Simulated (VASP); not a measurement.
# Ti (I4/mmm) in VASP: single point with LDA

Aim: the single point of Ti with LDA.

Everything below comes from runs of VASP 6.6.1. Logs are shortened: lines on timing, memory, paths and dates and some standing lists are left out, and cuts for length are marked.

**1. The cell of the first run**

Symmetry: I4/mmm, No. 139, tetragonal system. The conventional cell has a = 2.727 Å, b = 2.727 Å, c = 4.060 Å, α = 90.00°, β = 90.00°, γ = 90.00°. Within 3.6 Å of Ti (site symmetry 4/mmm) lie 12 Ti at 2.73 to 2.80 Å.

**2. Single point, LDA (strain -0.050 along x and y, +0.000 along z)**

The input, INCAR:

```
SYSTEM = Ti
  ALGO = Normal
  EDIFF = 1E-6
  ENCUT = 520
  GGA = CA
  ISIF = 2
  ISMEAR = 0
  LASPH = .True.
  LCHARG = .True.
  LELF = .True.
  LREAL = .False.
  LVHAR = .True.
  LWAVE = .False.
  NBANDS = 12
  NELM = 60
  PREC = Accurate
  SIGMA = 0.15
```

The input, KPOINTS:

```
k-points
0
Gamma
  20 20 20
  0 0 0
```

The input, POSCAR:

```
Ti
1.0
    0.0000000000      1.9285000000      2.0300000000
    1.9285000000      0.0000000000      2.0300000000
    1.9285000000      1.9285000000      0.0000000000
Ti
1
Direct
    0.0000000000      0.0000000000      0.0000000000
```

Potentials or basis: VASP PAW LDA potentials, release 64 (Ti_sv).

On the command line:

```sh
cat potpaw_LDA.64/Ti_sv/POTCAR > POTCAR
mpirun -np 1 vasp_std > vasp.out
```

OUTCAR:

```text
SYSTEM = Ti
   EDIFF = 1E-6
   ENCUT = 520
   GGA = CA
   ISIF = 2
   ISMEAR = 0
   LASPH = .True.
   LREAL = .False.
   NELM = 60
   PREC = Accurate

 ion  position               nearest neighbor table
   1  0.000  0.000  0.000-

  LATTYP: Found a body centered tetragonal cell.
 ALAT       =     2.7273108550
 C/A-ratio  =     1.4886458551

  Lattice vectors:

 A1 = (  -1.9285000000,   0.0000000000,   2.0300000000)
 A2 = (   1.9285000000,   0.0000000000,   2.0300000000)
 A3 = (   0.0000000000,   1.9285000000,  -2.0300000000)

Analysis of symmetry for initial positions (statically):
=====================================================================
 Subroutine PRICEL returns:
 Original cell was already a primitive cell.

 Routine SETGRP: Setting up the symmetry group for a
 body centered tetragonal supercell.

 Subroutine GETGRP returns: Found 16 space group operations
 (whereof 16 operations were pure point group operations)
 out of a pool of 16 trial point group operations.

The static configuration has the point symmetry D_4h.

Analysis of symmetry for dynamics (positions and initial velocities):
=====================================================================
 Subroutine PRICEL returns:
 Original cell was already a primitive cell.

 Routine SETGRP: Setting up the symmetry group for a
 body centered tetragonal supercell.

 Subroutine GETGRP returns: Found 16 space group operations
 (whereof 16 operations were pure point group operations)
 out of a pool of 16 trial point group operations.

The dynamic configuration has the point symmetry D_4h.

 Subroutine INISYM returns: Found 16 space group operations
 (whereof 16 operations are pure point group operations),
 and found     1 'primitive' translations

----------------------------------------------------------------------------------------

                                     Primitive cell

  volume of cell :      15.0996

  direct lattice vectors                    reciprocal lattice vectors
     0.000000000  1.928500000  2.030000000    -0.259268862  0.259268862  0.246305419
     1.928500000  0.000000000  2.030000000     0.259268862 -0.259268862  0.246305419
     1.928500000  1.928500000  0.000000000     0.259268862  0.259268862 -0.246305419

  length of vectors
     2.800002187  2.800002187  2.727310855     0.441709231  0.441709231  0.441709231

  position of ions in fractional coordinates (direct lattice)
     0.000000000  0.000000000  0.000000000

  ion indices of the primitive-cell ions
   primitive index   ion index
                 1           1

----------------------------------------------------------------------------------------

 KPOINTS: k-points

Automatic generation of k-mesh.
 Grid dimensions read from file:
 generate k-points for:   20   20   20

 Generating k-lattice:

  Cartesian coordinates                     Fractional coordinates (reciprocal lattice)
    -0.012963443  0.012963443  0.012315271     0.050000000  0.000000000  0.000000000
     0.012963443 -0.012963443  0.012315271     0.000000000  0.050000000  0.000000000
     0.012963443  0.012963443 -0.012315271     0.000000000  0.000000000  0.050000000

  Length of vectors
     0.022085462  0.022085462  0.022085462

  Shift w.r.t. Gamma in fractional coordinates (k-lattice)
     0.000000000  0.000000000  0.000000000

 Subroutine IBZKPT returns following result:
 ===========================================

 Found    641 irreducible k-points:

 Following reciprocal coordinates:
            Coordinates               Weight
  0.000000  0.000000  0.000000      1.000000
  0.050000  0.000000  0.000000      8.000000
  0.100000  0.000000  0.000000      8.000000
  0.150000  0.000000  0.000000      8.000000
  0.200000  0.000000  0.000000      8.000000
  0.250000 -0.000000  0.000000      8.000000
[... 16 lines left out ...]
 -0.400000  0.050000  0.000000      8.000000
 -0.350000  0.050000  0.000000      8.000000
 [... further k-points ...]
   k-points           NKPTS =    641   k-points in BZ     NKDIM =    641   number of bands    NBANDS=     12
   number of dos      NEDOS =    301   number of ions     NIONS =      1
   total plane-waves  NPLWV =  11520
   dimension x,y,z NGX =    24 NGY =   24 NGZ =   20
   dimension x,y,z NGXF=    48 NGYF=   48 NGZF=   40
   ions per type =               1
   NGX,Y,Z   is equivalent  to a cutoff of  14.25, 14.25, 12.19 a.u.
   NGXF,Y,Z  is equivalent  to a cutoff of  28.50, 28.50, 24.38 a.u.
 SYSTEM =  Ti
   PREC   = accura    normal or accurate (medium, high low for compatibility)
   ISTART =      0    job   : 0-new  1-cont  2-samecut
   ICHARG =      2    charge: 1-file 2-atom 10-const
   ISPIN  =      1    spin polarized calculation?
   LNONCOLLINEAR =      F non collinear calculations
   LSORBIT =      F    spin-orbit coupling
   LASPH  =      T    aspherical Exc in radial PAW
   ENCUT  =  520.0 eV  38.22 Ry    6.18 a.u.   5.21  5.21  5.07*2*pi/ulx,y,z
   NELM   =     60;   NELMIN=  2; NELMDL= -5     # of ELM steps
   EDIFF  = 0.1E-05   stopping-criterion for ELM
   LREAL  =      F    real-space projection
   EDIFFG = 0.1E-04   stopping-criterion for IOM
   NSW    =      0    number of steps for IOM
   IBRION =     -1    ionic relax: 0-MD 1-quasi-New 2-CG
   NFREE  =      0    steps in history (QN), initial steepest desc. (CG)
   ISIF   =      2    stress and relaxation
   ISYM   =      2    0-nonsym 1-usesym 2-fastsym
   POTIM  = 0.5000    time-step for ionic-motion
   TEBEG  =    0.0;   TEEND  =   0.0 temperature during run
   PSTRESS=    0.0 pullay stress
   NELECT =      12.0000    total number of electrons
   NUPDOWN=      -1.0000    fix difference up-down
   EMIN   =  10.00;   EMAX   =-10.00  energy-range for DOS
   EFERMI =   0.00;   METHOD = LEGACY
   ISMEAR =     0;   SIGMA  =   0.15  broadening in eV -4-tet -1-fermi 0-gaus
   EFERMI_NEDOS =   21; number of points for ismear=-14 and -15
   IALGO  =     38    algorithm
   IMIX   =      4    mixing-type and parameters
     AMIX     =   0.40;   BMIX     =  1.00
     AMIX_MAG =   1.60;   BMIX_MAG =  1.00
  volume/ion in A,a.u.               =      15.10       101.90
  Fermi-wavevector in a.u.,A,eV,Ry     =   1.516399  2.865578 31.286131  2.299466
  Thomas-Fermi vector in A             =   2.625794
   LORBIT       =      0    0 simple, 1 ext, 2 COOP (PROOUT), +10 PAW based schemes
   GGA     = CA    functional components
   LHFCALC =     F    Hartree Fock is set to
   AEXX    =    0.0000 exact exchange contribution
   IVDW    =     0    specifies the selected vdW correction
   LEPSILON=     F    determine dielectric tensor
   LRPA    =     F    only Hartree local field effects (RPA)
 non-spin polarized calculation
 Gauss-broadening in eV      SIGMA  =   0.15
  energy-cutoff  :      520.00
  volume of cell :       15.10
 maximum number of plane-waves:       419
 NGX is ok and might be reduce to    24
   NGX = 11   NGY = 11   NGZ = 11

 number of electron      12.0000000 magnetization

 Free energy of the ion-electron system (eV)
  ---------------------------------------------------
  ext. energy  EPLUGINS =         0.00000000
  ---------------------------------------------------
  free energy    TOTEN  =        -8.48437588 eV

  energy without entropy =       -8.46680133  energy(sigma->0) =       -8.47558861

 E-fermi :   9.5486     XC(G=0): -12.4699

 val. band max:        9.5481916209   @ k =  -0.3000   0.0500   0.3000
 cond. band min:       9.5514553337   @ k =   0.5000   0.2500   0.1000
 fundamental gap:      0.0032637128
 Fermi energy:         9.5486008994

 k-point     1 :       0.0000    0.0000    0.0000
  band No.  band energies     occupation
      1     -46.2635      2.00000
      2     -22.2889      2.00000
      3     -22.2729      2.00000
      4     -22.2729      2.00000
      5       3.2511      2.00000
      6      10.1551      0.00000
      7      10.6486      0.00000
      8      10.6486      0.00000
      9      12.1068      0.00000
     10      12.6981      0.00000
     11      25.7215      0.00000
     12      29.8241      0.00000

 k-point     2 :       0.0500    0.0000    0.0000
  band No.  band energies     occupation
      1     -46.2581      2.00000
      2     -22.3079      2.00000
      3     -22.2859      2.00000
      4     -22.2753      2.00000
      5       3.3446      2.00000
      6      10.1627      0.00000
      7      10.6148      0.00000
      8      10.6845      0.00000
      9      12.0887      0.00000
     10      12.6674      0.00000
     11      25.8245      0.00000
     12      29.6235      0.00000

 k-point     3 :       0.1000    0.0000    0.0000
  band No.  band energies     occupation
      1     -46.2423      2.00000
      2     -22.3862      2.00000
      3     -22.3001      2.00000
      4     -22.2824      2.00000
      5       3.6183      2.00000
      6      10.1326      0.00000
      7      10.5670      0.00000
      8      10.7828      0.00000
      9      12.0526      0.00000
     10      12.5885      0.00000
     11      26.0795      0.00000
     12      28.6197      0.00000

 k-point     4 :       0.1500    0.0000    0.0000
  band No.  band energies     occupation
      1     -46.2176      2.00000
      2     -22.5098      2.00000
      3     -22.3192      2.00000
      4     -22.2933      2.00000
      5       4.0518      2.00000
      6       9.9815      0.00004
      7      10.5825      0.00000
      8      10.9116      0.00000
      9      12.0532      0.00000
     10      12.5027      0.00000
     11      26.2442      0.00000
     12      27.3569      0.00000

 k-point     5 :       0.2000    0.0000    0.0000
  band No.  band energies     occupation
      1     -46.1863      2.00000
      2     -22.6637      2.00000
      3     -22.3429      2.00000
      4     -22.3070      2.00000
      5       4.6076      2.00000
      6       9.7705      0.03645
      7      10.5909      0.00000
      8      11.0098      0.00000
      9      12.1657      0.00000
     10      12.4809      0.00000
     11      25.4495      0.00000
     12      26.8750      0.00000
[... 228 lines left out ...]
      1     -46.0357      2.00000
      2     -23.3456      2.00000
      3     -22.4681      2.00000
      4     -22.3762      2.00000
      5       6.7025      2.00000
      6       9.9307      0.00032
      7      10.6326      0.00000
      8      10.6341      0.00000
      9      13.6551      0.00000
     10      13.9957      0.00000
     11      19.3512      0.00000
     12      24.9132      0.00000

 k-point    22 :      -0.4500    0.0500    0.0000
  band No.  band energies     occupation
      1     -46.0368      2.00000
      2     -23.3414      2.00000
      3     -22.4704      2.00000
      4     -22.3708      2.00000
      5       6.6978      2.00000
      6       9.9745      0.00006
      7      10.5602      0.00000
      8      10.6287      0.00000
      9      13.5630      0.00000
     10      14.0516      0.00000
     11      19.4294      0.00000
     12      24.9273      0.00000

 k-point    23 :      -0.4000    0.0500    0.0000
  band No.  band energies     occupation
      1     -46.0489      2.00000
      2     -23.2887      2.00000
      3     -22.4641      2.00000
      4     -22.3611      2.00000
      5       6.6309      2.00000
      6      10.0585      0.00000
      7      10.2219      0.00000
      8      10.6807      0.00000
      9      13.3474      0.00000
     10      13.9061      0.00000
     11      20.0654      0.00000
     12      25.1343      0.00000

 k-point    24 :      -0.3500    0.0500    0.0000
  band No.  band energies     occupation
      1     -46.0708      2.00000
      2     -23.1919      2.00000
      3     -22.4498      2.00000
      4     -22.3479      2.00000
      5       6.4447      2.00000
      6       9.7964      0.01950
      7      10.2013      0.00000
      8      10.7820      0.00000
      9      13.0455      0.00000
     10      13.6066      0.00000
     11      21.0834      0.00000
     12      25.5070      0.00000

 [... further k-points ...]

------------------------ aborting loop because EDIFF is reached ----------------------------------------

  FORCE on cell =-STRESS in cart. coord.  units (eV):
  Direction    XX          YY          ZZ          XY          YZ          ZX
  --------------------------------------------------------------------------------------
  -------------------------------------------------------------------------------------
  Total        0.7772050      0.7772050      0.6360196      0.0000000      0.0000000     -0.0000000
  in kB       82.4671270     82.4671270     67.4863203      0.0000000      0.0000000     -0.0000000
  external PRESSURE =      77.4735248 kB  Pullay stress =       0.0000000 kB

 VOLUME and BASIS-vectors are now :
 -----------------------------------------------------------------------------
  energy-cutoff  :      520.00
  volume of cell :       15.10
      direct lattice vectors                 reciprocal lattice vectors
     0.000000000  1.928500000  2.030000000    -0.259268862  0.259268862  0.246305419
     1.928500000  0.000000000  2.030000000     0.259268862 -0.259268862  0.246305419
     1.928500000  1.928500000  0.000000000     0.259268862  0.259268862 -0.246305419

 POSITION                                       TOTAL-FORCE (eV/Angst)
 -----------------------------------------------------------------------------------
      0.00000      0.00000      0.00000         0.000000      0.000000      0.000000
 -----------------------------------------------------------------------------------
    total drift:                                0.000000      0.000000      0.000000

  FREE ENERGIE OF THE ION-ELECTRON SYSTEM (eV)
  ---------------------------------------------------
  free  energy   TOTEN  =        -8.4843758809 eV

  energy  without entropy=       -8.4668013328  energy(sigma->0) =       -8.47558861
```

Wall time 37 s (1 thread of Intel Xeon Platinum 8559C (Emerald Rapids), shared host); peak memory 0.22 GiB.

What came out:

```
Free energy            : -8.4844 eV
Pressure               : 7.7 GPa
Band gap on the k mesh : zero (band 6 reaches 10.28 eV, above the bottom of band 7 at 8.95 eV)
```

Stress tensor (GPa, compression positive):
```
8.25 0.00 0.00
0.00 8.25 0.00
0.00 0.00 6.75
```

Caveat: the cell differs from its parent crystal (strain -0.050 along x and y, +0.000 along z).
